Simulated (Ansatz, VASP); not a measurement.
**Ge4F: VASP beside Ansatz**

File INCAR:

```
PREC = Accurate
ENCUT = 520
EDIFF = 1E-6
ISMEAR = 0
SIGMA = 0.1
LREAL = F
LASPH = T
NELM = 100
ALGO = Normal
ISIF = 2
LWAVE = F
LCHARG = F
LDIPOL = T
IDIPOL = 3
DIPOL = 0.5 0.5 0.336
GGA = PE
IVDW = 12
NBANDS = 40
```

KPOINTS

```
regular mesh
0
Gamma
  7 7 1
```

Contents of POSCAR:

```
Ge4F
1.0
    4.0303587907      0.0000000000      0.0000000000
    0.0000000000      4.0303587907      0.0000000000
    0.0000000000      0.0000000000     21.6416627718
Ge F
4 1
Direct
    0.0000000000      0.5000000000      0.1848286817
    0.0000000000      0.0000000000      0.2506714513
    0.5000000000      0.0000000000      0.3196569899
    0.5000000000      0.5000000000      0.3854446333
    0.5000000000      0.5000000000      0.5379282957
```

Input for Ansatz:

```yaml
crystal:
  lattice:
    - [4.0303587907, 0.0, 0.0]
    - [0.0, 4.0303587907, 0.0]
    - [0.0, 0.0, 21.6416627718]
  atoms:
    - { symbol: Ge, position: [0.0, 0.5, 0.1848286817] }
    - { symbol: Ge, position: [0.0, 0.0, 0.2506714513] }
    - { symbol: Ge, position: [0.5, 0.0, 0.3196569899] }
    - { symbol: Ge, position: [0.5, 0.5, 0.3854446333] }
    - { symbol: F, position: [0.5, 0.5, 0.5379282957] }
basis:
  ecutwfc: 420
kpoints:
  mp_grid: { grid: [7, 7, 1] }
hamiltonian:
  xc: pbe
  pseudopotentials: { kind: paw, azcp: { folder: soft_1 } }
  dispersion: d3bj
scf:
  occupations: { method: gaussian, width: 0.1 }
output:
  forces: true
  eigenvalues: true
efield:
  axis: 3
  dipole_correction: true
  ramp_width: 0.04
```

Alike in both runs: task single point; functional PBE; dispersion D3(BJ); k mesh 7 × 7 × 1; occupations gaussian, width 0.1 eV; no spin polarisation.

```csv
,VASP,Ansatz
version,VASP 6.6.1,Ansatz 0.2.0
potentials or method,"VASP PAW PBE potentials, release 64 (Ge_d, F), cutoff 520 eV","scalar-relativistic, plane waves, PAW"
valence electrons in the cell,63,63
```

Ansatz gave:

| Property | Result |
| --- | --- |
| gap on the k mesh at the Fermi level (eV) | none |
| rms of the force components (eV/Å) | 0.341 |

Q: Estimate VASP's values.

A: gap on the k mesh at the Fermi level (eV): none; rms of the force components (eV/Å): 0.340.

Atom by atom the forces differ by 0.002 eV/Å (rms over components). A gap of «none» marks a metal or a gap that the smearing closes.
